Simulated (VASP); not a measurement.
Input of a VASP 6.6.1 run:

INCAR

```
SYSTEM = MnSe
PREC     = Accurate       ! precision mode
ENCUT    = 520            ! plane-wave cutoff, eV
EDIFF    = 1E-6           ! SCF threshold, eV
ISMEAR   = -1             ! smearing method
SIGMA    = 0.05           ! smearing width, eV
LREAL    = .False.        ! projectors in reciprocal space
LASPH    = .True.         ! aspherical terms in the spheres
NELM     = 150            ! most SCF steps
ALGO     = Normal         ! electronic algorithm
ISIF     = 2              ! what is computed and relaxed
LWAVE    = .False.        ! write WAVECAR
LCHARG   = .False.        ! write CHGCAR
ISPIN    = 2              ! spin polarisation
MAGMOM   = 4 -4 0 0       ! initial moments
LORBIT   = 11             ! projections on sites
LMAXMIX  = 4              ! l up to which the mixer works
NBANDS   = 31             ! bands
```

The input KPOINTS:

```
Automatic mesh
0
Gamma
  7 7 5
  0 0 0
```

Contents of POSCAR:

```
MnSe
1.0
    3.6132890000      0.0000000000      0.0000000000
    0.0000000000      3.6132890000      0.0000000000
    0.0000000000      0.0000000000      6.2463560000
Mn Se
2 2
Direct
    0.0000000000      0.0000000000      0.0000000000
    0.5000000000      0.5000000000      0.0000000000
    0.5000000000      0.0000000000      0.7503170000
    0.0000000000      0.5000000000      0.2496830000
```

Potentials or basis: VASP PAW LDA potentials, release 64 (Mn_pv, Se).

The run is started by

```console
$ cat potpaw_LDA.64/Mn_pv/POTCAR potpaw_LDA.64/Se/POTCAR > POTCAR
$ mpirun -np 1 vasp_std > vasp.out
```

Estimate the site moments.

Mn +2.25, -2.25; Se +0.00 μB.

What does it give for the pressure?

-3.4 GPa.

Predict the band gap on the k mesh.

zero (filled and empty bands overlap).

Stress tensor (GPa, compression positive):
```
-2.77  0.00  0.00
 0.00 -2.77  0.00
 0.00  0.00 -4.64
```

Caveat: the cell stands under tension; semilocal functionals often make such compounds metallic where correlation or magnetic order opens a gap, which also shifts bond lengths. With open d or f shells a metallic result of LDA can be an artefact of self-interaction; +U or a hybrid may open a gap.
